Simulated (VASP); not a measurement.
The system is Cl.

```
Cl
1.0
     3.16000    0.00000    0.00000
    -1.58000    2.73664    0.00000
     0.00000    0.00000    5.16028
Cl
2
Direct
  0.33333 0.66667 0.25000
  0.66667 0.33333 0.75000
```

| Property | Result |
| --- | --- |
| Program | VASP 6.6.1 |
| Task | relaxation of cell and atoms |
| Functional | PBE |
| Dispersion | D3(BJ) |
| Potentials or basis | VASP PAW PBE potentials, release 64 (Cl) |
| Cutoff | 500 eV |
| k mesh | 9 × 9 × 5 |
| Occupations | methfessel-paxton, width 0.02 eV |
| Spin | no spin polarisation |

At the start: pressure -2.5 GPa; volume 22.31 Å³/atom.

Task: How do energy, volume and symmetry change on relaxing?

Result: Over 24 steps the energy falls by 209.6 meV/atom and the volume is 21.52 Å³/atom (-3.5 %); space group P6_3/mmc (No. 194, to 0.1 Å) before and after.

Step by step:
```tsv
step	energy change (eV)	largest force (eV/Å)	pressure (GPa)	volume (Å³)
1	0.0000	0.0000	-2.51	44.62
2	-0.0263	0.0000	-1.22	42.41
3	-0.0324	0.0000	-0.10	40.96
4	-0.0325	0.0000	0.01	40.85
5	-0.0328	0.0000	0.01	40.83
6	-0.0360	0.0000	0.02	40.79
7	-0.0501	0.0000	0.03	40.69
8	-0.0951	0.0000	0.13	40.46
9	-0.2142	0.0000	0.75	39.87
10	-0.3457	0.0000	5.00	38.16
11	-0.3439	0.0000	5.28	38.08
12	-0.3489	0.0000	5.03	38.23
13	-0.3625	0.0000	4.28	38.70
14	-0.3839	0.0000	2.92	39.65
15	-0.4053	0.0000	0.64	41.59
16	-0.4067	0.0000	0.02	42.23
17	-0.4068	0.0000	-0.06	42.32
18	-0.4086	0.0000	-0.05	42.37
19	-0.4130	0.0000	-0.04	42.53
20	-0.4184	0.0000	0.04	42.83
21	-0.4191	0.0000	0.08	42.96
22	-0.4191	0.0000	0.09	42.99
23	-0.4191	0.0000	0.08	42.98
24	-0.4191	0.0000	0.02	43.05
```

Final structure:
```xyz
2
Lattice="3.5649 0.0000 0.0000 -1.7825 3.0873 0.0000 0.0000 0.0000 3.9114" Properties=species:S:1:pos:R:3 pbc="T T T"
Cl    0.0000    2.0582    0.9779
Cl    1.7825    1.0291    2.9336
```

Caveat: a cell axis changed by over 15 % at a fixed basis, so the end point is rough.
